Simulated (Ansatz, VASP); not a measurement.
**LiNbO3: VASP beside Ansatz**

The input INCAR:

```
SYSTEM = LiNbO3
ALGO = Normal
EDIFF = 1E-6
ENCUT = 520
GGA = PE
ISIF = 2
ISMEAR = 0
LASPH = .True.
LCHARG = .False.
LREAL = .False.
LWAVE = .False.
NBANDS = 45
NELM = 60
PREC = Accurate
SIGMA = 0.05
```

The input KPOINTS:

```
k-points
0
Gamma
  6 6 6
  0 0 0
```

POSCAR

```
LiNbO3
1.0
    2.6722716124      1.5428367348      4.3917893192
   -2.6722716124      1.5428367348      4.3917893192
    0.0000000000     -3.0856734694      4.3917893192
Li Nb O
2 2 6
Direct
    0.2500000000      0.2500000000      0.2500000000
    0.7500000000      0.7500000000      0.7500000000
    0.0000000000      0.0000000000      0.0000000000
    0.5000000000      0.5000000000      0.5000000000
    0.1016165405      0.3983834595      0.7500000000
    0.7500000000      0.1016165405      0.3983834595
    0.3983834595      0.7500000000      0.1016165405
    0.8983834595      0.6016165405      0.2500000000
    0.2500000000      0.8983834595      0.6016165405
    0.6016165405      0.2500000000      0.8983834595
```

Input for Ansatz:

```yaml
crystal:
  lattice:
    - [2.6722716124, 1.5428367348, 4.3917893192]
    - [-2.6722716124, 1.5428367348, 4.3917893192]
    - [0.0, -3.0856734694, 4.3917893192]
  atoms:
    - { symbol: Li, position: [0.25, 0.25, 0.25] }
    - { symbol: Li, position: [0.75, 0.75, 0.75] }
    - { symbol: Nb, position: [0.0, 0.0, 0.0] }
    - { symbol: Nb, position: [0.5, 0.5, 0.5] }
    - { symbol: O, position: [0.1016165405, 0.3983834595, 0.75] }
    - { symbol: O, position: [0.75, 0.1016165405, 0.3983834595] }
    - { symbol: O, position: [0.3983834595, 0.75, 0.1016165405] }
    - { symbol: O, position: [0.8983834595, 0.6016165405, 0.25] }
    - { symbol: O, position: [0.25, 0.8983834595, 0.6016165405] }
    - { symbol: O, position: [0.6016165405, 0.25, 0.8983834595] }
basis:
  ecutwfc: 520.0
kpoints:
  mp_grid: { grid: [6, 6, 6] }
hamiltonian:
  xc: pbe
  pseudopotentials: { kind: paw, azcp: { folder: soft_1 } }
scf:
  occupations: { method: gaussian, width: 0.05 }
output:
  forces: true
  stress: true
  eigenvalues: true
```

Alike in both runs: task single point; functional PBE; k mesh 6 × 6 × 6; occupations gaussian, width 0.05 eV; no spin polarisation.

|  | VASP | Ansatz |
| --- | --- | --- |
| version | VASP 6.6.1 | Ansatz 0.2.0 |
| potentials or method | VASP PAW PBE potentials, release 64 (Li_sv, Nb_sv, O), cutoff 520 eV | scalar-relativistic, plane waves, PAW |
| valence electrons in the cell | 68 | 68 |

Ansatz gave:

```
gap on the k mesh at the Fermi level (eV) : 1.94
least direct gap on the mesh (eV)         : 1.94
rms of the force components (eV/Å)        : 0.689
```

What did VASP give for the same quantities?

gap on the k mesh at the Fermi level (eV): 1.93; least direct gap on the mesh (eV): 1.93; rms of the force components (eV/Å): 0.701.

Atom by atom the forces differ by 0.011 eV/Å (rms over components). With one functional, cell and mesh, what is left measures potentials, basis and numerics.

Noted on VASP's run: the cutoff is under 1.25 times that of the potentials, so the pressure is a little rough.
